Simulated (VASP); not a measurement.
Input of a VASP 6.6.1 run:

Contents of INCAR:

```
PREC = Accurate ; ENCUT = 520
EDIFF = 1E-7 ; ISMEAR = 0
SIGMA = 0.15 ; LREAL = False
LASPH = True ; NELM = 60
ALGO = Normal ; ISIF = 2
LWAVE = False ; LCHARG = False
GGA = PS ; NBANDS = 66
```

Contents of KPOINTS:

```
regular mesh
0
Gamma
  9 9 9
```

Contents of POSCAR:

```
Ge
1.0
    4.8008000000      2.7717431723      1.9526984758
   -4.8008000000      2.7717431723      1.9526984758
    0.0000000000     -5.5434863447      1.9526984758
Ge
8
Direct
    0.7160166262      0.7160166262      0.7160166262
    0.2839833738      0.2839833738      0.2839833738
    0.0302911486      0.7262027915      0.5337905696
    0.5337905696      0.0302911486      0.7262027915
    0.7262027915      0.5337905696      0.0302911486
    0.9697088514      0.2737972085      0.4662094304
    0.4662094304      0.9697088514      0.2737972085
    0.2737972085      0.4662094304      0.9697088514
```

Potentials or basis: VASP PAW PBE potentials, release 64 (Ge_d).

Command:

```console
$ cat potpaw_PBE.64/Ge_d/POTCAR > POTCAR
$ mpirun -np 1 vasp_std > vasp.out
```

Task: Estimate the band gap on the k mesh.

Result: Zero (bands 56 and 57 overlap by 0.46 eV).

Task: What does it give for the pressure?

Result: 4.2 GPa.

Task: Predict the largest force.

Result: 0.286 eV/Å.

Forces on the atoms (eV/Å):
```
Ge   0.000  0.000 -0.125
Ge   0.000  0.000  0.125
Ge  -0.095  0.238  0.126
Ge  -0.159 -0.201  0.126
Ge   0.254 -0.037  0.126
Ge   0.095 -0.238 -0.126
Ge   0.159  0.201 -0.126
Ge  -0.254  0.037 -0.126
```

Caveat: the cell stands under pressure; semilocal functionals underestimate gaps, so a narrow gap can read as zero; the PAW data sets were made with another functional, which shifts forces and pressure a little.
